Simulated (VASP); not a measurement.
Crystal: KF.

```xyz
2
Lattice="3.0214 0.0000 0.0000 0.0000 3.0214 0.0000 0.0000 0.0000 3.0214" Properties=species:S:1:pos:R:3 pbc="T T T"
K     0.0000    0.0000    0.0000
F     1.5107    1.5107    1.5107
```

| Property | Result |
| --- | --- |
| Program | VASP 6.6.1 |
| Task | relaxation of cell and atoms |
| Functional | PBE |
| Potentials or basis | VASP PAW PBE potentials, release 64 (K_sv, F) |
| Cutoff | 600 eV |
| k mesh | 8 × 8 × 8 |
| Occupations | fermi-dirac, width 0.02 eV |
| Spin | no spin polarisation |

At the start: pressure 13.2 GPa; volume 13.79 Å³/atom.

How do energy, volume and symmetry change on relaxing?

Over 5 steps the energy falls by 117.1 meV/atom and the volume is 17.28 Å³/atom (+25.3 %); space group Pm-3m (No. 221, to 0.05 Å).

The path:
| step | energy change (eV) | largest force (eV/Å) | pressure (GPa) | volume (Å³) |
| --- | --- | --- | --- | --- |
| 1 | 0.0000 | 0.0000 | 13.25 | 27.58 |
| 2 | -0.2168 | 0.0000 | 2.67 | 32.39 |
| 3 | -0.2264 | 0.0000 | -1.48 | 36.21 |
| 4 | -0.2341 | 0.0000 | -0.12 | 34.71 |
| 5 | -0.2341 | 0.0000 | 0.04 | 34.56 |

Final structure:
```xyz
2
Lattice="3.2573 0.0000 0.0000 0.0000 3.2573 0.0000 0.0000 0.0000 3.2573" Properties=species:S:1:pos:R:3 pbc="T T T"
K     0.0000    0.0000    0.0000
F     1.6286    1.6286    1.6286
```

Caveat: the volume moved by over 15 % at a fixed basis, so the end points are rough.
